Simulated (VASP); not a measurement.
Wanted: the native input for a VASP 6.6.1 run.

| Property | Result |
| --- | --- |
| Task | single point |
| Functional | PBE |
| Potentials or basis | VASP PAW PBE potentials, release 64 (Ca_sv) |
| Cutoff | 500 eV |
| k mesh | 6 × 6 × 6 |
| Occupations | gaussian, width 0.05 eV |
| Spin | no spin polarisation |
| Dipole correction | no |
| Further INCAR settings | ALGO = Normal; EDIFF = 1e-06; NBANDS = 11 |

The structure of Ca lies in POSCAR:

```
Ca
1.0
   -2.2114683294      2.2114683294      2.2114683294
    2.2114683294     -2.2114683294      2.2114683294
    2.2114683294      2.2114683294     -2.2114683294
Ca
1
Direct
    0.0000000000      0.0000000000      0.0000000000
```

One way to write it, as run:

INCAR

```
SYSTEM = Ca
ALGO = Normal
EDIFF = 1E-6
ENCUT = 500
GGA = PE
GGA_COMPAT = .False.
ISIF = 2
ISMEAR = 0
LASPH = .True.
LCHARG = .True.
LELF = .True.
LREAL = .False.
LVHAR = .True.
LWAVE = .False.
NBANDS = 11
NELM = 120
PREC = Accurate
SIGMA = 0.05
```

KPOINTS

```
k-points
0
Gamma
  6 6 6
  0 0 0
```

Potentials or basis: VASP PAW PBE potentials, release 64 (Ca_sv).

Launch:

```sh
$ cat potpaw_PBE.64/Ca_sv/POTCAR > POTCAR
$ mpirun -np 1 vasp_std > vasp.out
```

Results of the run:

```yaml
Pressure: -0.3 GPa
Band_gap_on_the_k_mesh: zero (band 5 reaches 2.08 eV, above the bottom of band 6 at 1.86 eV)
```

Wall time 12 s on 1 thread of Intel Xeon 8259CL (shared host), peak memory 0.15 GiB.
